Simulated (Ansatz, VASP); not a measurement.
One calculation of NbAl2F3, two programs

INCAR

```
SYSTEM = NbAl2F3
PREC     = Accurate       ! precision mode
ENCUT    = 600            ! plane-wave cutoff, eV
EDIFF    = 1E-6           ! SCF threshold, eV
ISMEAR   = 0              ! smearing method
SIGMA    = 0.1            ! smearing width, eV
LREAL    = .FALSE.        ! projectors in reciprocal space
LASPH    = .TRUE.         ! aspherical terms in the spheres
NELM     = 80             ! most SCF steps
ALGO     = Normal         ! electronic algorithm
ISIF     = 3              ! what is computed and relaxed
LWAVE    = .FALSE.        ! write WAVECAR
LCHARG   = .FALSE.        ! write CHGCAR
GGA      = PE             ! functional
IBRION   = 2              ! ionic algorithm
NSW      = 90             ! ionic steps
EDIFFG   = -0.04          ! ionic threshold
```

File KPOINTS:

```
Automatic mesh
0
G
  6 6 6
  0 0 0
```

The input POSCAR:

```
NbAl2F3
1.0
    2.4351037800      1.4059078200      3.9496321700
   -2.4351037800      1.4059078200      3.9496321700
    0.0000000000     -2.8118156400      3.9496321700
Al Nb F
2 1 3
Direct
    0.6227269800      0.6227269800      0.6227269800
    0.3772730200      0.3772730200      0.3772730200
    0.0000000000      0.0000000000      0.0000000000
    0.0000000000      0.5000000000      0.0000000000
    0.5000000000      0.0000000000      0.0000000000
    0.0000000000      0.0000000000      0.5000000000
```

Input for Ansatz:

```yaml
crystal:
  lattice:
    - [2.43510378, 1.40590782, 3.94963217]
    - [-2.43510378, 1.40590782, 3.94963217]
    - [0.0, -2.81181564, 3.94963217]
  atoms:
    - { symbol: Al, position: [0.62272698, 0.62272698, 0.62272698] }
    - { symbol: Al, position: [0.37727302, 0.37727302, 0.37727302] }
    - { symbol: Nb, position: [0.0, 0.0, 0.0] }
    - { symbol: F, position: [0.0, 0.5, 0.0] }
    - { symbol: F, position: [0.5, 0.0, 0.0] }
    - { symbol: F, position: [0.0, 0.0, 0.5] }
basis:
  ecutwfc: 420
kpoints:
  mp_grid: { grid: [6, 6, 6] }
hamiltonian:
  xc: pbe
scf:
  occupations: { method: gaussian, width: 0.1 }
  lower_state_search: "off"
output:
  forces: true
  stress: true
  eigenvalues: true
relax:
  adjacent_minimum: "off"
  f_tol: 0.04
  max_steps: 70
  cell: { stress_tol: 0.4 }
```

Change from the starting cell: species swapped into the Tb2AlFe3 type (R-3m, No. 166).

Alike in both runs: task relaxation of cell and atoms; functional PBE; k mesh 6 × 6 × 6; occupations gaussian, width 0.1 eV; no spin polarisation.

```csv
,VASP,Ansatz
version,VASP 6.6.1,Ansatz 0.2.0
potentials or method,"VASP PAW PBE potentials, release 64 (Al, Nb_sv, F), cutoff 600 eV","scalar-relativistic, plane waves, PAW"
valence electrons in the cell,40,40
```

|  | VASP | Ansatz | Ansatz less VASP |
| --- | --- | --- | --- |
| gap on the k mesh at the Fermi level, each at its own relaxed structure (eV) | none | none | - |
| relaxed volume (Å³/atom) | 13.54 | 13.52 | -0.021 |
| relaxed length of the cell vector where the two differ most in proportion (Å) | 4.839 | 4.837 | -0.0016 |

A gap of «none» marks a metal or a gap that the smearing closes.
